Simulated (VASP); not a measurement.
Write the native input for VASP 6.6.1 that does the following.

```
Task                   : single point
Functional             : LDA
Potentials or basis    : VASP PAW LDA potentials, release 64 (W_sv, C)
Cutoff                 : 520 eV
k mesh                 : 11 × 11 × 11
Occupations            : methfessel-paxton, width 0.1 eV
Spin                   : no spin polarisation
Dipole correction      : no
Further INCAR settings : ALGO = Normal; EDIFF = 1e-07; NBANDS = 16
```

The structure of WC lies in POSCAR:

```
WC
1.0
    0.0000000000      2.1630495024      2.1630495024
    2.1630495024      0.0000000000      2.1630495024
    2.1630495024      2.1630495024      0.0000000000
W C
1 1
Direct
    0.0000000000      0.0000000000      0.0000000000
    0.5000000000      0.5000000000      0.5000000000
```

These files were run (other wordings do the same):

INCAR

```
SYSTEM = WC
PREC = Accurate
ENCUT = 520
EDIFF = 1E-7
ISMEAR = 1
SIGMA = 0.1
LREAL = .False.
LASPH = .True.
NELM = 60
ALGO = Normal
ISIF = 2
LWAVE = .False.
LCHARG = .True.
LELF = .True.
LVHAR = .True.
NBANDS = 16
```

KPOINTS

```
regular mesh
0
Gamma
  11 11 11
  0 0 0
```

Potentials or basis: VASP PAW LDA potentials, release 64 (W_sv, C).

Run with:

```sh
$ cat potpaw_LDA.64/W_sv/POTCAR potpaw_LDA.64/C/POTCAR > POTCAR
$ mpirun -np 1 vasp_std > vasp.out
```

Results of the run:

```yaml
Pressure: 1.5 GPa
Band_gap_on_the_k_mesh: zero (band 9 reaches 13.91 eV, above the bottom of band 10 at 10.67 eV)
```

Caveat: spin-orbit coupling is left out, which moves the levels of the heavy elements.

Run time: 7.7 s on 1 thread of Intel(R) Xeon(R) 6975P-C (Granite Rapids), on a shared host, peak memory 0.14 GiB.
